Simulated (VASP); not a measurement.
The system is HfN.

```
CELL_PARAMETERS angstrom
0.00000 2.27264 2.27264
2.27264 0.00000 2.27264
2.27264 2.27264 0.00000
ATOMIC_POSITIONS crystal
Hf 0.50000 0.50000 0.50000
N 0.00000 0.00000 0.00000
```

Base run:

* Program: VASP 6.6.1
* Functional: PBE
* Potentials or basis: VASP PAW PBE potentials, release 64 (Hf_pv, N)
* Cutoff: 520 eV
* k mesh: 12 × 12 × 12
* Occupations: gaussian, width 0.05 eV
* Spin: non-collinear spin, zero start, spin-orbit coupling
* Starting moments: [[0.0, 0.0, 0.0], [0.0, 0.0, 0.0]] μB

Its results: pressure -1.8 GPa; net moment 0.00 μB per cell.

Question: The run is repeated on the same cell with these changes: dispersion from none to D3(BJ). What comes out?

Answer: Pressure -7.2 GPa; net moment 0.00 μB per cell.

Dispersion adds attraction, which lowers the pressure at fixed volume and, as a term added to the energy, leaves the levels alone.

Caveats: the cell stands under tension (at least some runs).
